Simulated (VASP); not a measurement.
A run of VASP 6.6.1 is set up as follows.

File INCAR:

```
SYSTEM = KNaF2
PREC = Accurate
ENCUT = 520
EDIFF = 1E-7
ISMEAR = 0
SIGMA = 0.01
LREAL = .False.
LASPH = .True.
NELM = 80
ALGO = Normal
ISIF = 2
LWAVE = .False.
LCHARG = .False.
GGA = PE
NBANDS = 23
```

KPOINTS

```
Automatic mesh
0
Gamma
  9 9 9
  0 0 0
```

File POSCAR:

```
KNaF2
1.0
    1.7833161258      1.0295980453      5.9059455759
   -1.7833161258      1.0295980453      5.9059455759
    0.0000000000     -2.0591960906      5.9059455759
K Na F
1 1 2
Direct
    0.5000000000      0.5000000000      0.5000000000
    0.0000000000      0.0000000000      0.0000000000
    0.7399933331      0.7399933331      0.7399933331
    0.2600066669      0.2600066669      0.2600066669
```

Potentials or basis: VASP PAW PBE potentials, release 64 (K_sv, Na_pv, F).

Command:

```console
$ cat potpaw_PBE.64/K_sv/POTCAR potpaw_PBE.64/Na_pv/POTCAR potpaw_PBE.64/F/POTCAR > POTCAR
$ mpirun -np 1 vasp_std > vasp.out
```

Problem. What does it give for the largest force?

Solution. 0.016 eV/Å.

Problem. What does it give for the band gap on the k mesh?

Solution. 5.92 eV.

Forces in eV/Å, atoms in the order of the input:
```
K    0.000  0.000  0.000
Na   0.000  0.000  0.000
F    0.000  0.000 -0.016
F    0.000  0.000  0.016
```

A k mesh can miss the band edges.
